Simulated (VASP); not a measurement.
# MgH2: single point with r2SCAN

Crystal: MgH2.

```xyz
3
Lattice="0.0000 2.4097 2.4097 2.4097 0.0000 2.4097 2.4097 2.4097 0.0000" Properties=species:S:1:pos:R:3 pbc="T T T"
Mg    0.0000    0.0000    0.0000
H     3.6146    3.6146    3.6146
H     1.2049    1.2049    1.2049
```

```json
{
 "Program": "VASP 6.6.1",
 "Task": "single point",
 "Functional": "r2SCAN",
 "Potentials or basis": "VASP PAW PBE potentials, release 64 (Mg, H)",
 "Cutoff": "520 eV",
 "k mesh": "16 × 16 × 16",
 "Occupations": "gaussian, width 0.1 eV",
 "Spin": "no spin polarisation",
 "Dipole correction": "no",
 "Further INCAR settings": "ALGO = Normal; EDIFF = 1e-07; NBANDS = 9"
}
```

The pressure is -3.9 GPa and the band gap on the k mesh is zero (bands 2 and 3 overlap by 0.80 eV).

Levels at points of the mesh, in eV from the Fermi level:
```csv
k point,band 1,band 2,band 3,band 4,band 5,band 6,band 7
"(0.00, 0.00, 0.00)",-10.31,0.56,9.39,9.39,9.39,12.33,12.33
"(0.50, 0.00, 0.00)",-6.04,-5.95,6.92,7.46,9.22,9.22,9.31
"(0.50, 0.50, 0.00)",-6.13,-2.74,-0.23,4.79,4.79,8.34,17.23
```

It took 82 s on 1 thread of Intel(R) Xeon(R) 6975P-C (Granite Rapids) (shared host), peak memory 0.19 GiB.

Caveat: the cell stands under tension; the PAW data sets were made with another functional, which shifts forces and pressure a little.
